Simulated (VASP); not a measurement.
# Ti (C2/m) in VASP: notebook

The runs below take Ti through single point, with PBEsol.

Program: VASP 6.6.1. These are calculated values, not measurements. Logs are shortened: lines on timing, memory, paths and dates and some standing lists are left out, and cuts for length are marked.

### Step 1. The cell of the first run

It takes space group C2/m (No. 12, monoclinic). The conventional cell has a = 5.110 Å, b = 2.950 Å, c = 4.686 Å, α = 90.00°, β = 90.00°, γ = 90.00°. Ti (site symmetry m) has 11 Ti at 2.43 to 3.18 Å within 3.2 Å.

### Step 2. Single point, PBEsol (atom 1 (Ti) moved by (-0.450, -0.450) A along y and z)

INCAR

```
PREC = Accurate
ENCUT = 520
EDIFF = 1E-6
ISMEAR = 0
SIGMA = 0.15
LREAL = False
LASPH = True
NELM = 60
ALGO = Fast
ISIF = 2
LWAVE = False
LCHARG = False
GGA = PS
NBANDS = 19
```

KPOINTS

```
regular mesh
0
Gamma
  18 18 10
```

POSCAR

```
Ti
1.0
    2.9499978604      0.0000000000      0.0000000000
   -1.4749989302      2.5547730882      0.0000000000
    0.0000000000      0.0000000000      4.6860000000
Ti
2
Direct
    0.2452628894      0.4905257788      0.1539692702
    0.6666666667      0.3333333333      0.7500000000
```

Potentials or basis: VASP PAW PBE potentials, release 64 (Ti_sv).

Launch:

```
> cat potpaw_PBE.64/Ti_sv/POTCAR > POTCAR
> mpirun -np 1 vasp_std > vasp.out
```

OUTCAR:

```text
PREC = Accurate
   ENCUT = 520
   EDIFF = 1E-6
   ISMEAR = 0
   LREAL = False
   LASPH = True
   NELM = 60
   ISIF = 2
   GGA = PS

 ion  position               nearest neighbor table
   1  0.245  0.491  0.154-   2 2.43   2 2.43   2 2.87
   2  0.667  0.333  0.750-   1 2.43   1 2.43   1 2.87

  LATTYP: Found a hexagonal cell.
 ALAT       =     2.9499978604
 C/A-ratio  =     1.5884757284

  Lattice vectors:

 A1 = (   2.9499978604,   0.0000000000,   0.0000000000)
 A2 = (  -1.4749989302,   2.5547730882,   0.0000000000)
 A3 = (   0.0000000000,   0.0000000000,   4.6860000000)

Analysis of symmetry for initial positions (statically):
=====================================================================
 Subroutine PRICEL returns:
 Original cell was already a primitive cell.

 Routine SETGRP: Setting up the symmetry group for a
 hexagonal supercell.

 Subroutine GETGRP returns: Found  4 space group operations
 (whereof  2 operations were pure point group operations)
 out of a pool of 24 trial point group operations.

The static configuration has the point symmetry C_1h.
 The point group associated with its full space group is C_2h.

Analysis of symmetry for dynamics (positions and initial velocities):
=====================================================================
 Subroutine PRICEL returns:
 Original cell was already a primitive cell.

 Routine SETGRP: Setting up the symmetry group for a
 hexagonal supercell.

 Subroutine GETGRP returns: Found  4 space group operations
 (whereof  2 operations were pure point group operations)
 out of a pool of 24 trial point group operations.

The dynamic configuration has the point symmetry C_1h.
 The point group associated with its full space group is C_2h.

 Subroutine INISYM returns: Found  4 space group operations
 (whereof  2 operations are pure point group operations),
 and found     1 'primitive' translations

----------------------------------------------------------------------------------------

                                     Primitive cell

  volume of cell :      35.3164

  direct lattice vectors                    reciprocal lattice vectors
     2.949997860  0.000000000  0.000000000     0.338983297  0.195712098  0.000000000
    -1.474998930  2.554773088  0.000000000     0.000000000  0.391424195  0.000000000
     0.000000000  0.000000000  4.686000000     0.000000000  0.000000000  0.213401622

  length of vectors
     2.949997860  2.949997860  4.686000000     0.391424195  0.391424195  0.213401622

  position of ions in fractional coordinates (direct lattice)
     0.245262889  0.490525779  0.153969270
     0.666666667  0.333333333  0.750000000

  ion indices of the primitive-cell ions
   primitive index   ion index
                 1           1
                 2           2

----------------------------------------------------------------------------------------

 KPOINTS: regular mesh

Automatic generation of k-mesh.
 Grid dimensions read from file:
 generate k-points for:   18   18   10

 Generating k-lattice:

  Cartesian coordinates                     Fractional coordinates (reciprocal lattice)
     0.018832405  0.010872894  0.000000000     0.055555556  0.000000000  0.000000000
     0.000000000  0.021745789  0.000000000     0.000000000  0.055555556  0.000000000
     0.000000000  0.000000000  0.021340162     0.000000000  0.000000000  0.100000000

  Length of vectors
     0.021745789  0.021745789  0.021340162

  Shift w.r.t. Gamma in fractional coordinates (k-lattice)
     0.000000000  0.000000000  0.000000000

 Subroutine IBZKPT returns following result:
 ===========================================

 Found    866 irreducible k-points:

 Following reciprocal coordinates:
            Coordinates               Weight
  0.000000  0.000000  0.000000      1.000000
  0.055556  0.000000  0.000000      4.000000
  0.000000  0.055556  0.000000      2.000000
  0.111111  0.000000  0.000000      4.000000
  0.000000  0.111111  0.000000      2.000000
  0.166667  0.000000  0.000000      4.000000
[... 16 lines left out ...]
 -0.055556  0.166667  0.000000      4.000000
 -0.166667  0.111111  0.000000      4.000000
 [... further k-points ...]
   k-points           NKPTS =    866   k-points in BZ     NKDIM =    866   number of bands    NBANDS=     19
   number of dos      NEDOS =    301   number of ions     NIONS =      2
   total plane-waves  NPLWV =  20736
   dimension x,y,z NGX =    24 NGY =   24 NGZ =   36
   dimension x,y,z NGXF=    48 NGYF=   48 NGZF=   72
   ions per type =               2
   NGX,Y,Z   is equivalent  to a cutoff of  13.53, 13.53, 12.77 a.u.
   NGXF,Y,Z  is equivalent  to a cutoff of  27.05, 27.05, 25.54 a.u.
 SYSTEM =  unknown system
   PREC   = accura    normal or accurate (medium, high low for compatibility)
   ISTART =      0    job   : 0-new  1-cont  2-samecut
   ICHARG =      2    charge: 1-file 2-atom 10-const
   ISPIN  =      1    spin polarized calculation?
   LNONCOLLINEAR =      F non collinear calculations
   LSORBIT =      F    spin-orbit coupling
   LASPH  =      T    aspherical Exc in radial PAW
   ENCUT  =  520.0 eV  38.22 Ry    6.18 a.u.   5.49  5.49  8.71*2*pi/ulx,y,z
   NELM   =     60;   NELMIN=  2; NELMDL= -5     # of ELM steps
   EDIFF  = 0.1E-05   stopping-criterion for ELM
   LREAL  =      F    real-space projection
   EDIFFG = 0.1E-04   stopping-criterion for IOM
   NSW    =      0    number of steps for IOM
   IBRION =     -1    ionic relax: 0-MD 1-quasi-New 2-CG
   NFREE  =      0    steps in history (QN), initial steepest desc. (CG)
   ISIF   =      2    stress and relaxation
   ISYM   =      2    0-nonsym 1-usesym 2-fastsym
   POTIM  = 0.5000    time-step for ionic-motion
   TEBEG  =    0.0;   TEEND  =   0.0 temperature during run
   PSTRESS=    0.0 pullay stress
   NELECT =      24.0000    total number of electrons
   NUPDOWN=      -1.0000    fix difference up-down
   EMIN   =  10.00;   EMAX   =-10.00  energy-range for DOS
   EFERMI =   0.00;   METHOD = LEGACY
   ISMEAR =     0;   SIGMA  =   0.15  broadening in eV -4-tet -1-fermi 0-gaus
   EFERMI_NEDOS =   21; number of points for ismear=-14 and -15
   IALGO  =     68    algorithm
   IMIX   =      4    mixing-type and parameters
     AMIX     =   0.40;   BMIX     =  1.00
     AMIX_MAG =   1.60;   BMIX_MAG =  1.00
  volume/ion in A,a.u.               =      17.66       119.16
  Fermi-wavevector in a.u.,A,eV,Ry     =   1.439306  2.719894 28.185854  2.071602
  Thomas-Fermi vector in A             =   2.558176
   LORBIT       =      0    0 simple, 1 ext, 2 COOP (PROOUT), +10 PAW based schemes
   GGA     = PS    functional components
   LHFCALC =     F    Hartree Fock is set to
   AEXX    =    0.0000 exact exchange contribution
   IVDW    =     0    specifies the selected vdW correction
   LEPSILON=     F    determine dielectric tensor
   LRPA    =     F    only Hartree local field effects (RPA)
 non-spin polarized calculation
 RMM-DIIS sequential band-by-band and
 Gauss-broadening in eV      SIGMA  =   0.15
  energy-cutoff  :      520.00
  volume of cell :       35.32
 maximum number of plane-waves:       980
 NGX is ok and might be reduce to    24
   NGX = 11   NGY = 11   NGZ = 17

 number of electron      24.0000000 magnetization

 Free energy of the ion-electron system (eV)
  ---------------------------------------------------
  ext. energy  EPLUGINS =         0.00000000
  ---------------------------------------------------
  free energy    TOTEN  =       -16.09264300 eV

  energy without entropy =      -16.06122961  energy(sigma->0) =      -16.07693631

 E-fermi :   7.8414     XC(G=0): -11.4520

 val. band max:        7.8401186820   @ k =   0.0000   0.1667   0.4000
 cond. band min:       7.8432723091   @ k =   0.3333  -0.2778   0.1000
 fundamental gap:      0.0031536271
 Fermi energy:         7.8413543477

 k-point     1 :       0.0000    0.0000    0.0000
  band No.  band energies     occupation
      1     -48.6193      2.00000
      2     -48.2920      2.00000
      3     -25.4189      2.00000
      4     -24.7943      2.00000
      5     -24.5641      2.00000
      6     -24.5125      2.00000
[... 11 lines left out ...]
     18      10.6577      0.00000
     19      10.9028      0.00000

 k-point     2 :       0.0556    0.0000    0.0000
  band No.  band energies     occupation
      1     -48.6148      2.00000
      2     -48.2923      2.00000
      3     -25.4138      2.00000
      4     -24.8130      2.00000
      5     -24.5717      2.00000
      6     -24.5172      2.00000
[... 11 lines left out ...]
     18      10.8149      0.00000
     19      10.9023      0.00000

 k-point     3 :       0.0000    0.0556    0.0000
  band No.  band energies     occupation
      1     -48.6164      2.00000
      2     -48.2907      2.00000
      3     -25.4151      2.00000
      4     -24.7982      2.00000
      5     -24.5898      2.00000
      6     -24.5157      2.00000
[... 11 lines left out ...]
     18      10.8685      0.00000
     19      11.2890      0.00000

 k-point     4 :       0.1111    0.0000    0.0000
  band No.  band energies     occupation
      1     -48.6015      2.00000
      2     -48.2935      2.00000
      3     -25.3993      2.00000
      4     -24.8648      2.00000
      5     -24.5932      2.00000
      6     -24.5308      2.00000
[... 11 lines left out ...]
     18      10.6519      0.00000
     19      11.1037      0.00000

 k-point     5 :       0.0000    0.1111    0.0000
  band No.  band energies     occupation
      1     -48.6080      2.00000
      2     -48.2870      2.00000
      3     -25.4043      2.00000
      4     -24.8095      2.00000
      5     -24.6525      2.00000
      6     -24.5350      2.00000
[... 11 lines left out ...]
     18      10.8376      0.00000
     19      11.9816      0.00000
[... 334 lines left out ...]
      2     -48.2946      2.00000
      3     -25.4028      2.00000
      4     -24.8598      2.00000
      5     -24.5669      2.00000
      6     -24.5309      2.00000
[... 11 lines left out ...]
     18      10.7147      0.00000
     19      10.7153      0.00000

 k-point    22 :       0.1111    0.0556    0.0000
  band No.  band energies     occupation
      1     -48.5934      2.00000
      2     -48.2901      2.00000
      3     -25.3894      2.00000
      4     -24.8786      2.00000
      5     -24.6541      2.00000
      6     -24.5435      2.00000
[... 11 lines left out ...]
     18      10.6486      0.00000
     19      11.5110      0.00000

 k-point    23 :      -0.0556    0.1667    0.0000
  band No.  band energies     occupation
      1     -48.5984      2.00000
      2     -48.2852      2.00000
      3     -25.3929      2.00000
      4     -24.8369      2.00000
      5     -24.6928      2.00000
      6     -24.5520      2.00000
[... 11 lines left out ...]
     18      10.7687      0.00000
     19      11.9358      0.00000

 k-point    24 :      -0.1667    0.1111    0.0000
  band No.  band energies     occupation
      1     -48.5855      2.00000
      2     -48.2980      2.00000
      3     -25.3844      2.00000
      4     -24.9289      2.00000
      5     -24.5790      2.00000
      6     -24.5523      2.00000
[... 11 lines left out ...]
     18      10.5802      0.00000
     19      10.9114      0.00000

 [... further k-points ...]

------------------------ aborting loop because EDIFF is reached ----------------------------------------

  FORCE on cell =-STRESS in cart. coord.  units (eV):
  Direction    XX          YY          ZZ          XY          YZ          ZX
  --------------------------------------------------------------------------------------
  -------------------------------------------------------------------------------------
  Total        0.7710987     -1.5282796      1.4677447      0.0000000      0.4328710      0.0000000
  in kB       34.9819660    -69.3325348     66.5862853      0.0000000     19.6377958      0.0000000
  external PRESSURE =      10.7452388 kB  Pullay stress =       0.0000000 kB

 VOLUME and BASIS-vectors are now :
 -----------------------------------------------------------------------------
  energy-cutoff  :      520.00
  volume of cell :       35.32
      direct lattice vectors                 reciprocal lattice vectors
     2.949997860  0.000000000  0.000000000     0.338983297  0.195712098  0.000000000
    -1.474998930  2.554773088  0.000000000     0.000000000  0.391424195  0.000000000
     0.000000000  0.000000000  4.686000000     0.000000000  0.000000000  0.213401622

 POSITION                                       TOTAL-FORCE (eV/Angst)
 -----------------------------------------------------------------------------------
      0.00000      1.25318      0.72150         0.000000      0.341476      2.581533
      1.47500      0.85159      3.51450         0.000000     -0.341476     -2.581533
 -----------------------------------------------------------------------------------
    total drift:                                0.000000      0.000018      0.000018

  FREE ENERGIE OF THE ION-ELECTRON SYSTEM (eV)
  ---------------------------------------------------
  free  energy   TOTEN  =       -16.0926430048 eV

  energy  without entropy=      -16.0612296098  energy(sigma->0) =      -16.07693631
```

Wall time 26 min (1 thread of Intel Xeon Platinum 8259CL at 2.50GHz (Skylake/Cascade Lake), shared host); peak memory 0.55 GiB.

Results:

```
Free energy            : -16.0926 eV
Pressure               : 1.1 GPa
Largest force          : 2.604 eV/Å
Band gap on the k mesh : zero (bands 12 and 13 overlap by 0.93 eV)
```

Forces in eV/Å, atoms in the order of the input:
```
Ti   0.000  0.341  2.582
Ti   0.000 -0.341 -2.582
```

Caveat: the cell differs from its parent crystal (atom 1 (Ti) moved by (-0.450, -0.450) A along y and z); the stress differs along the axes, from -7 to 7 GPa; the PAW data sets were made with another functional, which shifts forces and pressure a little.

[end of part 1 of 2]
